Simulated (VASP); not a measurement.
# Sn (I4_1/amd) in VASP: a series of runs

The runs below take Sn through single point, with PBE.

Program: VASP 6.6.1. These are calculated values, not measurements. Logs are shortened: lines on timing, memory, paths and dates and some standing lists are left out, and cuts for length are marked.

### Step 1. The cell of the first run

The structure is tetragonal, space group I4_1/amd (No. 141). The conventional cell has a = 4.452 Å, b = 4.452 Å, c = 6.686 Å, α = 90.00°, β = 90.00°, γ = 90.00°. Sn (site symmetry -4m2) has 4 Sn at 2.78 Å within 3.7 Å.

### Step 2. Single point, PBE (strain -0.030 along x and y, +0.030 along z)

File INCAR:

```
ALGO = Fast
EDIFF = 1E-7
ENCUT = 520
GGA = PE
ISIF = 2
ISMEAR = 0
LASPH = T
LCHARG = F
LREAL = F
LWAVE = F
NBANDS = 21
NELM = 100
PREC = Accurate
SIGMA = 0.15
```

File KPOINTS:

```
k-points
0
Gamma
  12 12 12
```

File POSCAR:

```
Sn
1.0
    0.0000000000      3.1482320000      3.3429680000
    3.1482320000      0.0000000000      3.3429680000
    3.1482320000      3.1482320000      0.0000000000
Sn
2
Direct
    0.5000000000      0.5000000000      0.5000000000
    0.7500000000      0.7500000000      0.7500000000
```

Potentials or basis: VASP PAW PBE potentials, release 64 (Sn_d).

Launch:

```bash
cat potpaw_PBE.64/Sn_d/POTCAR > POTCAR
mpirun -np 1 vasp_std > vasp.out
```

OUTCAR:

```text
EDIFF = 1E-7
   ENCUT = 520
   GGA = PE
   ISIF = 2
   ISMEAR = 0
   LASPH = T
   LREAL = F
   NELM = 100
   PREC = Accurate

 ion  position               nearest neighbor table
   1  0.500  0.500  0.500-   2 2.78   2 2.78   2 2.78   2 2.78
   2  0.750  0.750  0.750-   1 2.78   1 2.78   1 2.78   1 2.78

  LATTYP: Found a body centered tetragonal cell.
 ALAT       =     4.4522723919
 C/A-ratio  =     1.5016906899

  Lattice vectors:

 A1 = (  -3.1482320000,   0.0000000000,   3.3429680000)
 A2 = (   3.1482320000,   0.0000000000,   3.3429680000)
 A3 = (   0.0000000000,   3.1482320000,  -3.3429680000)

Analysis of symmetry for initial positions (statically):
=====================================================================
 Subroutine PRICEL returns:
 Original cell was already a primitive cell.

 Routine SETGRP: Setting up the symmetry group for a
 body centered tetragonal supercell.

 Subroutine GETGRP returns: Found 16 space group operations
 (whereof  8 operations were pure point group operations)
 out of a pool of 16 trial point group operations.

The static configuration has the point symmetry D_2d.
 The point group associated with its full space group is D_4h.

Analysis of symmetry for dynamics (positions and initial velocities):
=====================================================================
 Subroutine PRICEL returns:
 Original cell was already a primitive cell.

 Routine SETGRP: Setting up the symmetry group for a
 body centered tetragonal supercell.

 Subroutine GETGRP returns: Found 16 space group operations
 (whereof  8 operations were pure point group operations)
 out of a pool of 16 trial point group operations.

The dynamic configuration has the point symmetry D_2d.
 The point group associated with its full space group is D_4h.

 Subroutine INISYM returns: Found 16 space group operations
 (whereof  8 operations are pure point group operations),
 and found     1 'primitive' translations

----------------------------------------------------------------------------------------

                                     Primitive cell

  volume of cell :      66.2668

  direct lattice vectors                    reciprocal lattice vectors
     0.000000000  3.148232000  3.342968000    -0.158819299  0.158819299  0.149567690
     3.148232000  0.000000000  3.342968000     0.158819299 -0.158819299  0.149567690
     3.148232000  3.148232000  0.000000000     0.158819299  0.158819299 -0.149567690

  length of vectors
     4.592036561  4.592036561  4.452272392     0.269847426  0.269847426  0.269847426

  position of ions in fractional coordinates (direct lattice)
     0.500000000  0.500000000  0.500000000
     0.750000000  0.750000000  0.750000000

  ion indices of the primitive-cell ions
   primitive index   ion index
                 1           1
                 2           2

----------------------------------------------------------------------------------------

 KPOINTS: k-points

Automatic generation of k-mesh.
 Grid dimensions read from file:
 generate k-points for:   12   12   12

 Generating k-lattice:

  Cartesian coordinates                     Fractional coordinates (reciprocal lattice)
    -0.013234942  0.013234942  0.012463974     0.083333333  0.000000000  0.000000000
     0.013234942 -0.013234942  0.012463974     0.000000000  0.083333333  0.000000000
     0.013234942  0.013234942 -0.012463974     0.000000000  0.000000000  0.083333333

  Length of vectors
     0.022487286  0.022487286  0.022487286

  Shift w.r.t. Gamma in fractional coordinates (k-lattice)
     0.000000000  0.000000000  0.000000000

 Subroutine IBZKPT returns following result:
 ===========================================

 Found    163 irreducible k-points:

 Following reciprocal coordinates:
            Coordinates               Weight
  0.000000  0.000000  0.000000      1.000000
  0.083333 -0.000000  0.000000      8.000000
  0.166667  0.000000  0.000000      8.000000
  0.250000 -0.000000  0.000000      8.000000
  0.333333 -0.000000  0.000000      8.000000
  0.416667  0.000000  0.000000      8.000000
[... 16 lines left out ...]
  0.500000  0.166667  0.000000      8.000000
 -0.416667  0.166667  0.000000      8.000000
 [... further k-points ...]
   k-points           NKPTS =    163   k-points in BZ     NKDIM =    163   number of bands    NBANDS=     21
   number of dos      NEDOS =    301   number of ions     NIONS =      2
   total plane-waves  NPLWV =  46656
   dimension x,y,z NGX =    36 NGY =   36 NGZ =   36
   dimension x,y,z NGXF=    72 NGYF=   72 NGZF=   72
   ions per type =               2
   NGX,Y,Z   is equivalent  to a cutoff of  13.03, 13.03, 13.44 a.u.
   NGXF,Y,Z  is equivalent  to a cutoff of  26.07, 26.07, 26.88 a.u.
 SYSTEM =  unknown system
   PREC   = accura    normal or accurate (medium, high low for compatibility)
   ISTART =      0    job   : 0-new  1-cont  2-samecut
   ICHARG =      2    charge: 1-file 2-atom 10-const
   ISPIN  =      1    spin polarized calculation?
   LNONCOLLINEAR =      F non collinear calculations
   LSORBIT =      F    spin-orbit coupling
   LASPH  =      T    aspherical Exc in radial PAW
   ENCUT  =  520.0 eV  38.22 Ry    6.18 a.u.   8.54  8.54  8.28*2*pi/ulx,y,z
   NELM   =    100;   NELMIN=  2; NELMDL= -5     # of ELM steps
   EDIFF  = 0.1E-06   stopping-criterion for ELM
   LREAL  =      F    real-space projection
   EDIFFG = 0.1E-05   stopping-criterion for IOM
   NSW    =      0    number of steps for IOM
   IBRION =     -1    ionic relax: 0-MD 1-quasi-New 2-CG
   NFREE  =      0    steps in history (QN), initial steepest desc. (CG)
   ISIF   =      2    stress and relaxation
   ISYM   =      2    0-nonsym 1-usesym 2-fastsym
   POTIM  = 0.5000    time-step for ionic-motion
   TEBEG  =    0.0;   TEEND  =   0.0 temperature during run
   PSTRESS=    0.0 pullay stress
   NELECT =      28.0000    total number of electrons
   NUPDOWN=      -1.0000    fix difference up-down
   EMIN   =  10.00;   EMAX   =-10.00  energy-range for DOS
   EFERMI =   0.00;   METHOD = LEGACY
   ISMEAR =     0;   SIGMA  =   0.15  broadening in eV -4-tet -1-fermi 0-gaus
   EFERMI_NEDOS =   21; number of points for ismear=-14 and -15
   IALGO  =     68    algorithm
   IMIX   =      4    mixing-type and parameters
     AMIX     =   0.40;   BMIX     =  1.00
     AMIX_MAG =   1.60;   BMIX_MAG =  1.00
  volume/ion in A,a.u.               =      33.13       223.60
  Fermi-wavevector in a.u.,A,eV,Ry     =   1.228464  2.321460 20.532862  1.509123
  Thomas-Fermi vector in A             =   2.363388
   LORBIT       =      0    0 simple, 1 ext, 2 COOP (PROOUT), +10 PAW based schemes
   GGA     = PE    functional components
   LHFCALC =     F    Hartree Fock is set to
   AEXX    =    0.0000 exact exchange contribution
   IVDW    =     0    specifies the selected vdW correction
   LEPSILON=     F    determine dielectric tensor
   LRPA    =     F    only Hartree local field effects (RPA)
 non-spin polarized calculation
 RMM-DIIS sequential band-by-band and
 Gauss-broadening in eV      SIGMA  =   0.15
  energy-cutoff  :      520.00
  volume of cell :       66.27
 maximum number of plane-waves:      1813
 NGX is ok and might be reduce to    36
   NGX = 17   NGY = 17   NGZ = 17

 number of electron      28.0000012 magnetization

 Free energy of the ion-electron system (eV)
  ---------------------------------------------------
  ext. energy  EPLUGINS =         0.00000000
  ---------------------------------------------------
  free energy    TOTEN  =        -7.57590462 eV

  energy without entropy =       -7.57438515  energy(sigma->0) =       -7.57514488

 E-fermi :   6.0404     XC(G=0):  -9.0157

 val. band max:        6.0230585752   @ k =   0.4167   0.0000   0.0000
 cond. band min:       6.0586483678   @ k =   0.0833  -0.0000   0.0000
 fundamental gap:      0.0355897926
 Fermi energy:         6.0403544633

 k-point     1 :       0.0000    0.0000    0.0000
  band No.  band energies     occupation
      1     -15.7832      2.00000
      2     -15.7832      2.00000
      3     -15.7581      2.00000
      4     -15.7160      2.00000
      5     -15.7060      2.00000
      6     -15.4037      2.00000
[... 13 lines left out ...]
     20      13.4274      0.00000
     21      13.6750      0.00000

 k-point     2 :       0.0833   -0.0000    0.0000
  band No.  band energies     occupation
      1     -15.7891      2.00000
      2     -15.7830      2.00000
      3     -15.7637      2.00000
      4     -15.7059      2.00000
      5     -15.6985      2.00000
      6     -15.4091      2.00000
[... 13 lines left out ...]
     20      12.8947      0.00000
     21      13.7407      0.00000

 k-point     3 :       0.1667    0.0000    0.0000
  band No.  band energies     occupation
      1     -15.8012      2.00000
      2     -15.7861      2.00000
      3     -15.7675      2.00000
      4     -15.6865      2.00000
      5     -15.6823      2.00000
      6     -15.4208      2.00000
[... 13 lines left out ...]
     20      12.6666      0.00000
     21      13.1766      0.00000

 k-point     4 :       0.2500   -0.0000    0.0000
  band No.  band energies     occupation
      1     -15.8127      2.00000
      2     -15.7925      2.00000
      3     -15.7633      2.00000
      4     -15.6675      2.00000
      5     -15.6659      2.00000
      6     -15.4328      2.00000
[... 13 lines left out ...]
     20      12.8977      0.00000
     21      13.0151      0.00000

 k-point     5 :       0.3333   -0.0000    0.0000
  band No.  band energies     occupation
      1     -15.8209      2.00000
      2     -15.7970      2.00000
      3     -15.7571      2.00000
      4     -15.6539      2.00000
      5     -15.6533      2.00000
      6     -15.4418      2.00000
[... 13 lines left out ...]
     20      13.3422      0.00000
     21      13.4902      0.00000

 k-point     6 :       0.4167    0.0000    0.0000
  band No.  band energies     occupation
      1     -15.8257      2.00000
      2     -15.7991      2.00000
      3     -15.7521      2.00000
      4     -15.6473      2.00000
      5     -15.6453      2.00000
      6     -15.4469      2.00000
[... 13 lines left out ...]
     20      14.0666      0.00000
     21      14.4760      0.00000

 k-point     7 :       0.5000   -0.0000    0.0000
  band No.  band energies     occupation
      1     -15.8272      2.00000
      2     -15.7997      2.00000
      3     -15.7503      2.00000
      4     -15.6453      2.00000
      5     -15.6428      2.00000
      6     -15.4485      2.00000
[... 13 lines left out ...]
     20      14.6708      0.00000
     21      15.0531      0.00000
[... 291 lines left out ...]
      1     -15.8124      2.00000
      2     -15.8107      2.00000
      3     -15.7809      2.00000
      4     -15.6700      2.00000
      5     -15.6205      2.00000
      6     -15.5065      2.00000
[... 13 lines left out ...]
     20      13.2215      0.00000
     21      14.4753      0.00000

 k-point    21 :       0.3333    0.1667    0.0000
  band No.  band energies     occupation
      1     -15.8239      2.00000
      2     -15.8203      2.00000
      3     -15.7667      2.00000
      4     -15.6542      2.00000
      5     -15.6014      2.00000
      6     -15.5230      2.00000
[... 13 lines left out ...]
     20      13.7148      0.00000
     21      14.4359      0.00000

 k-point    22 :       0.4167    0.1667    0.0000
  band No.  band energies     occupation
      1     -15.8318      2.00000
      2     -15.8282      2.00000
      3     -15.7485      2.00000
      4     -15.6392      2.00000
      5     -15.5933      2.00000
      6     -15.5268      2.00000
[... 13 lines left out ...]
     20      14.1810      0.00000
     21      14.8446      0.00000

 k-point    23 :       0.5000    0.1667    0.0000
  band No.  band energies     occupation
      1     -15.8343      2.00000
      2     -15.8336      2.00000
      3     -15.7316      2.00000
      4     -15.6263      2.00000
      5     -15.5980      2.00000
      6     -15.5172      2.00000
[... 13 lines left out ...]
     20      14.6543      0.00000
     21      14.8754      0.00000

 k-point    24 :      -0.4167    0.1667    0.0000
  band No.  band energies     occupation
      1     -15.8362      2.00000
      2     -15.8311      2.00000
      3     -15.7209      2.00000
      4     -15.6172      2.00000
      5     -15.6130      2.00000
      6     -15.4972      2.00000
[... 13 lines left out ...]
     20      13.8688      0.00000
     21      14.0222      0.00000

 [... further k-points ...]

------------------------ aborting loop because EDIFF is reached ----------------------------------------

  FORCE on cell =-STRESS in cart. coord.  units (eV):
  Direction    XX          YY          ZZ          XY          YZ          ZX
  --------------------------------------------------------------------------------------
  -------------------------------------------------------------------------------------
  Total        2.2647138      2.2647138      1.4631776      0.0000000     -0.0000000      0.0000000
  in kB       54.7555603     54.7555603     35.3762618      0.0000000     -0.0000000      0.0000000
  external PRESSURE =      48.2957941 kB  Pullay stress =       0.0000000 kB

 VOLUME and BASIS-vectors are now :
 -----------------------------------------------------------------------------
  energy-cutoff  :      520.00
  volume of cell :       66.27
      direct lattice vectors                 reciprocal lattice vectors
     0.000000000  3.148232000  3.342968000    -0.158819299  0.158819299  0.149567690
     3.148232000  0.000000000  3.342968000     0.158819299 -0.158819299  0.149567690
     3.148232000  3.148232000  0.000000000     0.158819299  0.158819299 -0.149567690

 POSITION                                       TOTAL-FORCE (eV/Angst)
 -----------------------------------------------------------------------------------
      3.14823      3.14823      3.34297        -0.000000     -0.000000     -0.000000
      4.72235      4.72235      5.01445         0.000000      0.000000      0.000000
 -----------------------------------------------------------------------------------
    total drift:                                0.000000      0.000000      0.000000

  FREE ENERGIE OF THE ION-ELECTRON SYSTEM (eV)
  ---------------------------------------------------
  free  energy   TOTEN  =        -7.5759046152 eV

  energy  without entropy=       -7.5743851545  energy(sigma->0) =       -7.57514488
```

Run time: 1.7 min. Hardware: 1 thread of Intel Xeon 6975P-C (Granite Rapids), shared host; peak memory 0.32 GiB.

Results:

| Item | Value |
| --- | --- |
| Free energy | -7.5759 eV |
| Pressure | 4.8 GPa |
| Band gap on the k mesh | zero (bands 14 and 15 overlap by 0.23 eV) |

Stress tensor (GPa, compression positive):
```
5.48 0.00 0.00
0.00 5.48 0.00
0.00 0.00 3.54
```

Levels at points of the mesh, in eV from the Fermi level:
```csv
k point,band 11,band 12,band 13,band 14,band 15,band 16,band 17,band 18
"(0.00, 0.00, 0.00)",-10.88,-0.52,-0.27,0.16,0.16,2.03,2.03,2.27
"(0.50, 0.00, 0.00)",-9.19,-6.48,-1.46,-1.00,-0.06,3.09,3.32,5.58
"(0.50, 0.50, 0.00)",-7.83,-7.83,-2.40,-2.40,0.99,0.99,7.80,7.80
"(0.50, 0.00, 0.50)",-7.60,-7.60,-2.73,-2.73,0.59,0.59,7.70,7.70
```

Caveat: the cell differs from its parent crystal (strain -0.030 along x and y, +0.030 along z); the cell stands under pressure; spin-orbit coupling is left out, which moves the levels of the heavy elements.

(Part 1 of 2 ends here.)

The gap in the log of VASP goes by the Fermi energy; the results here count the filled bands.